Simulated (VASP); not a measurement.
A run of VASP 6.6.1:

Contents of INCAR:

```
PREC = Accurate
ENCUT = 520
EDIFF = 1E-7
ISMEAR = -1
SIGMA = 1.0
LREAL = False
LASPH = True
NELM = 150
ALGO = Normal
ISIF = 2
LWAVE = False
LCHARG = False
ISPIN = 2
MAGMOM = 6.925
LORBIT = 11
LMAXMIX = 6
GGA = CA
NBANDS = 18
```

File KPOINTS:

```
Automatic mesh
0
Gamma
  11 11 11
```

Contents of POSCAR:

```
Eu
1.0
   -2.0544259245      2.0544259245      2.0544259245
    2.0544259245     -2.0544259245      2.0544259245
    2.0544259245      2.0544259245     -2.0544259245
Eu
1
Direct
    0.0000000000      0.0000000000      0.0000000000
```

Potentials or basis: VASP PAW PBE potentials, release 64 (Eu).

Launch:

```sh
$ cat potpaw_PBE.64/Eu/POTCAR > POTCAR
$ mpirun -np 1 vasp_std > vasp.out
```

Hardware: 1 thread of Intel(R) Xeon(R) 6975P-C (Granite Rapids) (shared host).

Task: How long does it take, and how much memory?

Result: Wall time 79 s on 1 thread of Intel(R) Xeon(R) 6975P-C (Granite Rapids) (shared host), peak memory 0.2 GiB. Counts: scf iterations 22, k points 56.
